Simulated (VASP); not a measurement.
Runs of VASP 6.6.1 on AlP. The structure is that of space group F-43m (No. 216), or close to it. The cells are those of the table. 

| cell | gap on the mesh (eV) | pressure (GPa) |
| --- | --- | --- |
| a = 4.020 Å, angles 60.0°, 2 atoms | 1.79 | -6.5 |
| a = 3.854 Å, angles 60.0°, 2 atoms | 1.57 | 2.6 |
| a = 3.773 Å, angles 60.0°, 2 atoms | 1.43 | 9.4 |
| a = 3.731 Å, angles 60.0°, 2 atoms | 1.36 | (a) |
| a = 3.932 Å, angles 60.0°, 2 atoms | 1.68 | -2.3 |
| a = 3.894 Å, angles 60.0°, 2 atoms | (b) | 0.0 |
| a = 3.855 Å, angles 60.0°, 2 atoms | 1.57 | 2.6 |
| a = 3.970 Å, angles 60.0°, 2 atoms | 1.73 | (c) |

Alike in all rows: task single point; level PBE; potentials or basis VASP PAW PBE potentials, release 64 (Al, P); no spin polarisation; k mesh 8 × 8 × 8; cutoff (eV) 500; smearing gaussian 0.02 eV.

**Question.** Fill in the values left out.

**Answer.** (a) 13.7; (b) 1.63; (c) -4.3.

A k mesh can miss the band edges.
